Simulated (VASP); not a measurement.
# CuH3 (P1) in VASP: relaxation of cell and atoms with PBE

Aim: the relaxation of cell and atoms of CuH3 with PBE.

All numbers are computed with VASP 6.6.1; they aren't measurements. Logs are shortened: lines on timing, memory, paths and dates and some standing lists are left out, and cuts for length are marked.

### Step 1. The cell of the first run

The typed cell holds 8 atoms: a = 3.256 Å, b = 3.193 Å, c = 6.571 Å, α = 88.40°, β = 90.40°, γ = 89.13°.

### Step 2. Relaxation of cell and atoms, PBE

File INCAR:

```
SYSTEM = CuH3
PREC = Accurate
ENCUT = 600
EDIFF = 1E-7
ISMEAR = 0
SIGMA = 0.2
LREAL = .False.
LASPH = .True.
NELM = 100
ALGO = Normal
ISIF = 3
LWAVE = .False.
LCHARG = .False.
GGA = PE
IBRION = 2
NSW = 80
EDIFFG = -0.025
```

File KPOINTS:

```
Automatic mesh
0
Gamma
  6 6 4
  0 0 0
```

File POSCAR:

```
CuH3
1.0
    3.2555160238      0.0245182912     -0.0116495775
    0.0245182912      3.1925945405      0.0452468483
   -0.0232991550      0.0904936966      6.5708054166
Cu H
2 6
Direct
    0.4466157658      0.5080429290      0.2471478439
    0.5184671685      0.4703945230      0.7369121827
    0.5016030351      0.4657880953      0.0122474255
    0.4849715205      0.4917987803      0.5276708788
    0.4770045616      0.0151017712      0.2564302607
    0.5652977769      0.0081707381      0.7456325695
    0.0200370636      0.4582708124      0.2523774517
   -0.0139968920      0.5824323506      0.7215813873
```

Potentials or basis: VASP PAW PBE potentials, release 64 (Cu, H).

Run with:

```bash
$ cat potpaw_PBE.64/Cu/POTCAR potpaw_PBE.64/H/POTCAR > POTCAR
$ mpirun -np 1 vasp_std > vasp.out
```

OUTCAR:

```text
SYSTEM = CuH3
   PREC = Accurate
   ENCUT = 600
   EDIFF = 1E-7
   ISMEAR = 0
   LREAL = .False.
   LASPH = .True.
   NELM = 100
   ISIF = 3
   GGA = PE
   IBRION = 2
   NSW = 80
   EDIFFG = -0.025

 ion  position               nearest neighbor table
   1  0.447  0.508  0.247-   7 1.40   3 1.56   5 1.58   5 1.63
   2  0.518  0.470  0.737-   4 1.38   6 1.48   8 1.57   6 1.73   8 1.77   3 1.81
   3  0.502  0.466  0.012-   1 1.56   2 1.81
   4  0.485  0.492  0.528-   2 1.38
   5  0.477  0.015  0.256-   1 1.58   1 1.63
   6  0.565  0.008  0.746-   2 1.48   2 1.73
   7  0.020  0.458  0.252-   1 1.40
   8  0.986  0.582  0.722-   2 1.57   2 1.77

  LATTYP: Found a triclinic cell.
 ALAT       =     3.1930092897
 B/A-ratio  =     2.3131321737
 C/A-ratio  =     1.0196115631
 COS(alpha) =     0.0003073501
 COS(beta)  =     0.0151578347
 COS(gamma) =     0.4571475739

  Lattice vectors:

 A1 = (   0.0245182912,   3.1925945405,   0.0452468483)
 A2 = (   0.0012191362,   3.2830882371,   6.6160522649)
 A3 = (   3.2555160238,   0.0245182912,  -0.0116495775)

Analysis of symmetry for initial positions (statically):
=====================================================================
 Subroutine PRICEL returns:
 Original cell was already a primitive cell.

 Routine SETGRP: Setting up the symmetry group for a
 triclinic supercell.

 Subroutine GETGRP returns: Found  1 space group operations
 (whereof  1 operations were pure point group operations)
 out of a pool of  2 trial point group operations.

The static configuration has the point symmetry C_1 .

Analysis of symmetry for dynamics (positions and initial velocities):
=====================================================================
 Subroutine PRICEL returns:
 Original cell was already a primitive cell.

 Routine SETGRP: Setting up the symmetry group for a
 triclinic supercell.

 Subroutine GETGRP returns: Found  1 space group operations
 (whereof  1 operations were pure point group operations)
 out of a pool of  2 trial point group operations.

The dynamic configuration has the point symmetry C_1 .

 Subroutine INISYM returns: Found  1 space group operations
 (whereof  1 operations are pure point group operations),
 and found     1 'primitive' translations

[... 127 lines left out ...]
  volume/ion in A,a.u.               =       8.53        57.59
  Fermi-wavevector in a.u.,A,eV,Ry     =   1.216294  2.298463 20.128077  1.479372
  Thomas-Fermi vector in A             =   2.351653
   LORBIT       =      0    0 simple, 1 ext, 2 COOP (PROOUT), +10 PAW based schemes
   GGA     = PE    functional components
   LHFCALC =     F    Hartree Fock is set to
   AEXX    =    0.0000 exact exchange contribution
   IVDW    =     0    specifies the selected vdW correction
   LEPSILON=     F    determine dielectric tensor
   LRPA    =     F    only Hartree local field effects (RPA)
 conjugate gradient relaxation of ions
 non-spin polarized calculation
 Gauss-broadening in eV      SIGMA  =   0.20
  energy-cutoff  :      600.00
  volume of cell :       68.28
 maximum number of plane-waves:      2302
 NGX is ok and might be reduce to    28
   NGX = 13   NGY = 13   NGZ = 27

--------------------------------------- Ionic step        1  -------------------------------------------

 number of electron      28.0000009 magnetization

 Free energy of the ion-electron system (eV)
  ---------------------------------------------------
  ext. energy  EPLUGINS =         0.00000000
  ---------------------------------------------------
  free energy    TOTEN  =       -23.39673696 eV

  energy without entropy =      -23.38120650  energy(sigma->0) =      -23.38897173

------------------------ aborting loop because EDIFF is reached ----------------------------------------

  FORCE on cell =-STRESS in cart. coord.  units (eV):
  Direction    XX          YY          ZZ          XY          YZ          ZX
  --------------------------------------------------------------------------------------
  -------------------------------------------------------------------------------------
  Total        1.3694033      1.7007163      1.0027048      0.3280815     -0.2982699      0.0837761
  in kB       32.1347908     39.9094720     23.5297450      7.6988502     -6.9992838      1.9659117
  external PRESSURE =      31.8580026 kB  Pullay stress =       0.0000000 kB
[... 107 lines left out ...]
  FREE ENERGIE OF THE ION-ELECTRON SYSTEM (eV)
  ---------------------------------------------------
  free  energy   TOTEN  =       -24.2390281027 eV

  energy  without entropy=      -24.2248357988  energy(sigma->0) =      -24.23193195

[... ionic steps 4 to 22 ...]

--------------------------------------- Ionic step       23  -------------------------------------------

 number of electron      27.9999993 magnetization

------------------------ aborting loop because EDIFF is reached ----------------------------------------
[... 79 lines left out ...]
--------------------------------------- Ionic step       25  -------------------------------------------

 number of electron      27.9999992 magnetization

 Free energy of the ion-electron system (eV)
  ---------------------------------------------------
  ext. energy  EPLUGINS =         0.00000000
  ---------------------------------------------------
  free energy    TOTEN  =       -24.39004531 eV

  energy without entropy =      -24.37849099  energy(sigma->0) =      -24.38426815

 E-fermi :   0.4594     XC(G=0):  -9.0364

 val. band max:        0.4110298186   @ k =   0.5000   0.1667   0.2500
 cond. band min:       0.5012876581   @ k =   0.0000   0.5000   0.2500
 fundamental gap:      0.0902578396
 Fermi energy:         0.4593702887

 k-point     1 :       0.0000    0.0000    0.0000
  band No.  band energies     occupation
      1      -8.2162      2.00000
      2      -6.5123      2.00000
      3      -5.0658      2.00000
      4      -4.9525      2.00000
      5      -4.8452      2.00000
      6      -3.6475      2.00000
[... 505 lines left out ...]
      6      -3.1336      2.00000
[... 11 lines left out ...]
     18       9.7354      0.00000
     19      11.0966      0.00000

 [... further k-points ...]

------------------------ aborting loop because EDIFF is reached ----------------------------------------

  FORCE on cell =-STRESS in cart. coord.  units (eV):
  Direction    XX          YY          ZZ          XY          YZ          ZX
  --------------------------------------------------------------------------------------
  -------------------------------------------------------------------------------------
  Total       -0.0000272     -0.0193756      0.0074950      0.0238809      0.0162797      0.0177959
  in kB       -0.0006524     -0.4649007      0.1798361      0.5730014      0.3906169      0.4269960
  external PRESSURE =      -0.0952390 kB  Pullay stress =       0.0000000 kB
[... 23 lines left out ...]
  FREE ENERGIE OF THE ION-ELECTRON SYSTEM (eV)
  ---------------------------------------------------
  free  energy   TOTEN  =       -24.3900453068 eV

  energy  without entropy=      -24.3784909924  energy(sigma->0) =      -24.38426815

 reached required accuracy - stopping structural energy minimisation
```

OSZICAR:

```text
N       E                     dE             d eps       ncg     rms          rms(c)
DAV:   1     0.187647943680E+03    0.18765E+03   -0.13731E+04  2888   0.204E+03
DAV:   2    -0.145825663442E+02   -0.20223E+03   -0.19507E+03  2888   0.337E+02
[... 264 lines left out ...]
DAV:   1    -0.243903109606E+02   -0.49452E-03   -0.37288E-02  4455   0.219E+00    0.139E-01
DAV:   2    -0.243902050815E+02    0.10588E-03   -0.27577E-03  3279   0.170E+00    0.776E-02
DAV:   3    -0.243900552075E+02    0.14987E-03   -0.61695E-04  3251   0.847E-01    0.276E-02
DAV:   4    -0.243900450087E+02    0.10199E-04   -0.43690E-05  4532   0.961E-02    0.385E-03
DAV:   5    -0.243900451454E+02   -0.13669E-06   -0.24777E-06  4392   0.287E-02    0.171E-03
DAV:   6    -0.243900452755E+02   -0.13020E-06   -0.40807E-07  2166   0.326E-02    0.138E-03
DAV:   7    -0.243900453068E+02   -0.31258E-07   -0.20973E-07  1750   0.233E-02
  25 F= -.24390045E+02 E0= -.24384268E+02  d E =-.228781E-03
```

Run time: 15 min. Hardware: 1 thread of Intel Xeon 6975P-C (Granite Rapids), shared host; peak memory 0.26 GiB.

Results:

| Property | Result |
| --- | --- |
| Free energy | -24.3900 eV |
| Relaxed volume | 8.35 Å³/atom |
| Relaxed cell | a = 3.230 Å, b = 3.231 Å, c = 6.397 Å, α = 90.12°, β = 90.14°, γ = 90.19° |
| Space group after relaxing (to 0.1 Å) | Amm2 (No. 38) |
| Energy gained by relaxing | 124.2 meV/atom |
| Ionic steps | 25 |
| Pressure after relaxing | 0.0 GPa |
| Largest force after relaxing | 0.024 eV/Å |
| Band gap on the k mesh | zero (bands 14 and 15 overlap by 6.79 eV) |

Forces in eV/Å, atoms in the order of the input:
```
Cu   0.012 -0.013  0.001
Cu  -0.018  0.009 -0.004
H    0.008  0.011 -0.002
H    0.016  0.005 -0.001
H    0.011  0.008  0.003
H   -0.004 -0.014 -0.004
H   -0.010  0.011  0.015
H   -0.013 -0.018 -0.008
```

The path:
```tsv
step	energy change (eV)	largest force (eV/Å)	pressure (GPa)	volume (Å³)
1	0.0000	3.9175	3.19	68.28
2	-0.8074	0.8018	-3.57	69.97
3	-0.8423	0.4491	-3.35	69.62
4	-0.8425	0.4433	-3.37	69.65
5	-0.9094	0.2975	-1.87	67.94
6	-0.9313	0.3340	-0.15	66.38
7	-0.9508	0.1769	0.52	65.84
8	-0.9518	0.1892	0.73	65.69
9	-0.9626	0.1826	0.56	65.90
10	-0.9764	0.3802	0.05	66.54
11	-0.9837	0.2161	-0.13	66.72
12	-0.9869	0.0829	-0.35	66.95
13	-0.9878	0.0535	-0.21	66.83
14	-0.9881	0.0498	-0.06	66.70
15	-0.9886	0.0416	0.04	66.62
16	-0.9890	0.0561	0.24	66.46
17	-0.9893	0.0510	0.25	66.45
18	-0.9901	0.0409	0.25	66.44
19	-0.9912	0.0572	0.34	66.41
20	-0.9909	0.1514	0.46	66.36
21	-0.9914	0.0941	0.37	66.39
22	-0.9920	0.0756	0.32	66.46
23	-0.9930	0.0456	0.10	66.66
24	-0.9931	0.0519	0.04	66.72
25	-0.9933	0.0235	-0.01	66.77
```

Final structure:
```
Cu H
1.0
     3.23020   -0.00493   -0.00385
    -0.00578    3.23125   -0.00423
    -0.00777   -0.00520    6.39748
Cu H
2 6
Cartesian
  1.5753 1.5809 1.5953
  1.6519 1.6461 4.7955
  1.5965 1.5551 6.3932
  1.5557 1.5974 3.1967
  1.5407 3.1957 1.5912
  1.7126 0.0330 4.8044
  3.1913 1.5523 1.5744
  0.0388 1.7214 4.8056
```
